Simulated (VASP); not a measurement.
# Ni (Im-3m) in VASP: notebook

Runs on Ni. Level: RPBE. Tasks: relaxation of cell and atoms, single point.

All numbers are computed with VASP 6.6.1; they aren't measurements. Logs are shortened: lines on timing, memory, paths and dates and some standing lists are left out, and cuts for length are marked.

### Step 1. The cell of the first run

Symmetry: Im-3m, No. 229, cubic system. Conventional cell: a = 2.797 Å, b = 2.797 Å, c = 2.797 Å, α = 90.00°, β = 90.00°, γ = 90.00°. Within 3.2 Å of Ni (site symmetry m-3m) lie 14 Ni at 2.42 to 2.80 Å.

### Step 2. Relaxation of cell and atoms, RPBE, collinear spin, antiferromagnetic start

File INCAR:

```
PREC     = Accurate       # precision mode
ENCUT    = 600            # plane-wave cutoff, eV
EDIFF    = 1E-6           # SCF threshold, eV
ISMEAR   = -1             # smearing method
SIGMA    = 0.05           # smearing width, eV
LREAL    = False          # projectors in reciprocal space
LASPH    = True           # aspherical terms in the spheres
NELM     = 150            # most SCF steps
ALGO     = Normal         # electronic algorithm
ISIF     = 3              # what is computed and relaxed
LWAVE    = False          # write WAVECAR
LCHARG   = False          # write CHGCAR
ISPIN    = 2              # spin polarisation
MAGMOM   = 0.8 -0.8       # initial moments
LORBIT   = 11             # projections on sites
LMAXMIX  = 4              # l up to which the mixer works
GGA      = RP             # functional
IBRION   = 2              # ionic algorithm
NSW      = 80             # ionic steps
EDIFFG   = -0.01          # ionic threshold
```

File KPOINTS:

```
Automatic mesh
0
Gamma
  11 11 11
```

File POSCAR:

```
Ni
1.0
    2.7969054095      0.0000000000      0.0000000000
    0.0000000000      2.7969054095      0.0000000000
    0.0000000000      0.0000000000      2.7969054095
Ni
2
Direct
    0.0000000000      0.0000000000      0.0000000000
    0.5000000000      0.5000000000      0.5000000000
```

Potentials or basis: VASP PAW PBE potentials, release 64 (Ni).

On the command line:

```
$ cat potpaw_PBE.64/Ni/POTCAR > POTCAR
$ mpirun -np 1 vasp_std > vasp.out
```

OUTCAR:

```text
PREC = Accurate
   ENCUT = 600
   EDIFF = 1E-6
   ISMEAR = -1
   LREAL = False
   LASPH = True
   NELM = 150
   ISIF = 3
   ISPIN = 2
   LORBIT = 11
   GGA = RP
   IBRION = 2
   NSW = 80
   EDIFFG = -0.01

 ion  position               nearest neighbor table
   1  0.000  0.000  0.000-   2 2.42   2 2.42   2 2.42   2 2.42   2 2.42   2 2.42   2 2.42   2 2.42

   2  0.500  0.500  0.500-   1 2.42   1 2.42   1 2.42   1 2.42   1 2.42   1 2.42   1 2.42   1 2.42

  LATTYP: Found a simple cubic cell.
 ALAT       =     2.7969054095

  Lattice vectors:

 A1 = (   2.7969054095,   0.0000000000,   0.0000000000)
 A2 = (   0.0000000000,   2.7969054095,   0.0000000000)
 A3 = (   0.0000000000,   0.0000000000,   2.7969054095)

Analysis of symmetry for initial positions (statically):
=====================================================================
 Subroutine PRICEL returns following result:

  LATTYP: Found a body centered cubic cell.
 ALAT       =     2.7969054095
[... 12 lines left out ...]
 Subroutine GETGRP returns: Found 48 space group operations
 (whereof 48 operations were pure point group operations)
 out of a pool of 48 trial point group operations.

The static configuration has the point symmetry O_h .

Analysis of symmetry for dynamics (positions and initial velocities):
=====================================================================
 Subroutine PRICEL returns following result:

  LATTYP: Found a body centered cubic cell.
 ALAT       =     2.7969054095
[... 12 lines left out ...]
 Subroutine GETGRP returns: Found 48 space group operations
 (whereof 48 operations were pure point group operations)
 out of a pool of 48 trial point group operations.

The dynamic configuration has the point symmetry O_h .

Analysis of structural, dynamic, and magnetic symmetry:
=====================================================================
 Subroutine PRICEL returns following result:

  LATTYP: Found a body centered cubic cell.
 ALAT       =     2.7969054095
[... 12 lines left out ...]
 Subroutine GETGRP returns: Found 48 space group operations
 (whereof 48 operations were pure point group operations)
 out of a pool of 48 trial point group operations.

The overall configuration has the point symmetry O_h .

 Subroutine INISYM returns: Found 48 space group operations
 (whereof 48 operations are pure point group operations),
 and found     2 'primitive' translations

----------------------------------------------------------------------------------------

                                     Primitive cell

  volume of cell :      10.9396

  direct lattice vectors                    reciprocal lattice vectors
     1.398452705  1.398452705 -1.398452705     0.357538012  0.357538012  0.000000000
[... 119 lines left out ...]
 maximum number of plane-waves:       740
 NGX is ok and might be reduce to    24
   NGX = 11   NGY = 11   NGZ = 11

--------------------------------------- Ionic step        1  -------------------------------------------

 number of electron      19.9999971 magnetization       0.0000000

 number of electron      19.9999971 magnetization      -0.0000000

 Free energy of the ion-electron system (eV)
  ---------------------------------------------------
  ext. energy  EPLUGINS =         0.00000000
  ---------------------------------------------------
  free energy    TOTEN  =        -9.68402013 eV

  energy without entropy =       -9.64905313  energy(sigma->0) =       -9.66653663

------------------------ aborting loop because EDIFF is reached ----------------------------------------

  FORCE on cell =-STRESS in cart. coord.  units (eV):
  Direction    XX          YY          ZZ          XY          YZ          ZX
  --------------------------------------------------------------------------------------
  -------------------------------------------------------------------------------------
  Total        0.6363567      0.6363567      0.6363567     -0.0000000     -0.0000000     -0.0000000
  in kB       46.5991359     46.5991359     46.5991359     -0.0000000     -0.0000000     -0.0000000
  external PRESSURE =      46.5991359 kB  Pullay stress =       0.0000000 kB
[... 63 lines left out ...]
 number of electron      19.9999976 magnetization       0.0000000

 number of electron      19.9999976 magnetization      -0.0000000

 Free energy of the ion-electron system (eV)
  ---------------------------------------------------
  ext. energy  EPLUGINS =         0.00000000
  ---------------------------------------------------
  free energy    TOTEN  =        -9.69186854 eV

  energy without entropy =       -9.65562920  energy(sigma->0) =       -9.67374887

 E-fermi :   8.8970     XC(G=0): -12.9461

 val. band max:        8.8909910678   @ k =   0.2727   0.0909   0.0000
 cond. band min:       8.9009672972   @ k =   0.3636   0.1818   0.1818
 fundamental gap:      0.0099762294
 Fermi energy:         8.8970488037

 spin component 1

 k-point     1 :       0.0000    0.0000    0.0000
  band No.  band energies     occupation
      1       0.2950      1.00000
      2       5.1372      1.00000
      3       5.1372      1.00000
      4       7.0993      1.00000
      5       7.0993      1.00000
      6       7.0993      1.00000
      7       8.3582      0.99998
      8       8.3582      0.99998
      9       9.0593      0.03748
     10       9.0593      0.03748
     11       9.0593      0.03748
     12      18.6141      0.00000
     13      18.6141      0.00000
     14      18.6141      0.00000
[... 379 lines left out ...]
      3       5.7511      1.00000
      4       6.9002      1.00000
      5       6.9529      1.00000
      6       7.7177      1.00000
      7       7.7946      1.00000
      8       7.9663      1.00000
      9       8.3065      0.99999
     10       8.5089      0.99958
     11       8.9022      0.47413
     12      13.2083      0.00000
     13      19.5659      0.00000
     14      19.9437      0.00000

 [... further k-points ...]

 spin component 2

 k-point     1 :       0.0000    0.0000    0.0000
  band No.  band energies     occupation
      1       0.2950      1.00000
      2       5.1372      1.00000
      3       5.1372      1.00000
      4       7.0993      1.00000
      5       7.0993      1.00000
      6       7.0993      1.00000
      7       8.3582      0.99998
      8       8.3582      0.99998
      9       9.0593      0.03748
     10       9.0593      0.03748
     11       9.0593      0.03748
     12      18.6141      0.00000
     13      18.6141      0.00000
     14      18.6141      0.00000
[... 420 lines left out ...]
  FREE ENERGIE OF THE ION-ELECTRON SYSTEM (eV)
  ---------------------------------------------------
  free  energy   TOTEN  =        -9.6918685443 eV

  energy  without entropy=       -9.6556291950  energy(sigma->0) =       -9.67374887

 reached required accuracy - stopping structural energy minimisation

 total charge

# of ion       s       p       d       tot
------------------------------------------
    1        0.475   0.459   8.322   9.256
    2        0.475   0.459   8.322   9.256
--------------------------------------------------
tot          0.950   0.919  16.644  18.512

 magnetization (x)

# of ion       s       p       d       tot
------------------------------------------
    1       -0.000   0.000  -0.000  -0.000
    2        0.000  -0.000   0.000   0.000
--------------------------------------------------
tot          0.000   0.000   0.000   0.000
```

Run time: 45 s. Hardware: 1 thread of Intel Xeon 6975P-C, shared host; peak memory 0.17 GiB.

What came out:

| Item | Value |
| --- | --- |
| Free energy | -9.6919 eV |
| Relaxed volume | 11.22 Å³/atom |
| Relaxed cell | a = 2.820 Å, b = 2.820 Å, c = 2.820 Å, α = 90.00°, β = 90.00°, γ = 90.00° |
| Space group after relaxing (to 0.05 Å) | Im-3m (No. 229) |
| Energy gained by relaxing | 3.9 meV/atom |
| Ionic steps | 3 |
| Pressure after relaxing | 0.0 GPa |
| Band gap on the k mesh | zero (filled and empty bands overlap) |
| Net moment | 0.00 μB per cell |
| Valence electrons inside the program's atomic spheres | Ni 9.26 |

Step by step:
| step | energy change (eV) | largest force (eV/Å) | pressure (GPa) | volume (Å³) |
| --- | --- | --- | --- | --- |
| 1 | 0.0000 | 0.0000 | 4.66 | 21.88 |
| 2 | -0.0027 | 0.0000 | -3.48 | 22.90 |
| 3 | -0.0078 | 0.0000 | -0.05 | 22.43 |

Final structure:
```xyz
2
Lattice="2.8204 0.0000 0.0000 0.0000 2.8204 0.0000 0.0000 0.0000 2.8204" Properties=species:S:1:pos:R:3 pbc="T T T"
Ni    0.0000    0.0000    0.0000
Ni    1.4102    1.4102    1.4102
```

Levels at points of the mesh, in eV from the Fermi level:
Spin up:
| k point | band 6 | band 7 | band 8 | band 9 | band 10 | band 11 | band 12 | band 13 | band 14 |
| --- | --- | --- | --- | --- | --- | --- | --- | --- | --- |
| (0.00, 0.00, 0.00) | -1.80 | -0.54 | -0.54 | 0.16 | 0.16 | 0.16 | 9.72 | 9.72 | 9.72 |
Spin down:
```csv
k point,band 7,band 8,band 9,band 10,band 11,band 12,band 13,band 14
"(0.00, 0.00, 0.00)",-0.54,-0.54,0.16,0.16,0.16,9.72,9.72,9.72
```

Caveat: the PAW data sets were made with another functional, which shifts forces and pressure a little.

### Step 3. Single point, RPBE, collinear spin, ferromagnetic start (volume scaled by 0.96)

File INCAR:

```
SYSTEM = Ni
ALGO = Normal
EDIFF = 1E-6
ENCUT = 600
GGA = RP
GGA_COMPAT = .FALSE.
ISIF = 2
ISMEAR = -1
ISPIN = 2
LASPH = .TRUE.
LCHARG = .TRUE.
LELF = .TRUE.
LMAXMIX = 4
LORBIT = 11
LREAL = .FALSE.
LVHAR = .TRUE.
LWAVE = .FALSE.
MAGMOM = -0.605 -0.605
NBANDS = 21
NELM = 200
PREC = Accurate
SIGMA = 0.05
```

File KPOINTS:

```
k-points
0
G
  13 13 13
  0 0 0
```

File POSCAR:

```
Ni
1.0
    2.7814046773      0.0000000000      0.0000000000
    0.0000000000      2.7814046773      0.0000000000
    0.0000000000      0.0000000000      2.7814046773
Ni
2
Direct
    0.0000000000      0.0000000000      0.0000000000
    0.5000000000      0.5000000000      0.5000000000
```

Potentials or basis: VASP PAW PBE potentials, release 64 (Ni).

On the command line:

```
$ cat potpaw_PBE.64/Ni/POTCAR > POTCAR
$ mpirun -np 1 vasp_std > vasp.out
```

Run time: 52 s. Hardware: 1 thread of AMD EPYC 7R13 (Zen 3), shared host; peak memory 0.16 GiB.

Results (log left out):

| Quantity | Value |
| --- | --- |
| Free energy | -9.7015 eV |
| Pressure | 9.9 GPa |
| Net moment | -1.14 μB per cell |
| Site moments | Ni -0.58 μB |
| Valence electrons inside the program's atomic spheres | Ni 9.33 |

Levels at points of the mesh, in eV from the Fermi level:
Spin up:
```tsv
k point	band 7	band 8	band 9	band 10	band 11	band 12	band 13	band 14
(0.00, 0.00, 0.00)	-0.40	-0.40	0.51	0.51	0.51	9.91	9.91	9.91
```
Spin down:
```tsv
k point	band 7	band 8	band 9	band 10	band 11	band 12	band 13	band 14	band 15	band 16
(0.00, 0.00, 0.00)	-0.90	-0.90	-0.29	-0.29	-0.29	9.89	9.89	9.89	15.74	15.74
```

Caveat: the cell differs from its parent crystal (volume scaled by 0.96); the PAW data sets were made with another functional, which shifts forces and pressure a little.
